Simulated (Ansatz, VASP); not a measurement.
Ge in VASP and in Ansatz

```
Ge
1.0
     3.99728    0.00000    0.00000
    -1.99864    3.46175    0.00000
     0.00000    0.00000    6.49175
Ge
4
Direct
  0.66667 0.33333 0.06279
  0.33333 0.66667 0.56279
  0.66667 0.33333 0.43721
  0.33333 0.66667 0.93721
```

Change from the starting cell: strain -0.015 along x and y, -0.030 along z, atoms carried along.

Alike in both runs: task single point; functional PBE; k mesh 12 × 12 × 8; occupations gaussian, width 0.15 eV; no spin polarisation.

|  | VASP | Ansatz |
| --- | --- | --- |
| version | VASP 6.6.1 | Ansatz 0.2.0 |
| potentials or method | VASP PAW PBE potentials, release 64 (Ge_d), cutoff 520 eV | scalar-relativistic, plane waves, PAW |
| valence electrons in the cell | 56 | 56 |

Ansatz gave:

| Quantity | Value |
| --- | --- |
| gap on the k mesh at the Fermi level (eV) | none |
| pressure (GPa) | 4.2 |
| traceless stress, the component that is largest in VASP (GPa) | 2.01 |
| rms of the force components (eV/Å) | 0.088 |

Problem. Which values does VASP return?

Solution. gap on the k mesh at the Fermi level (eV): none; pressure (GPa): 4.1; traceless stress, the component that is largest in VASP (GPa): 2.02; rms of the force components (eV/Å): 0.088.

Atom by atom the forces differ by 0.000 eV/Å (rms over components). A gap of «none» marks a metal or a gap that the smearing closes.
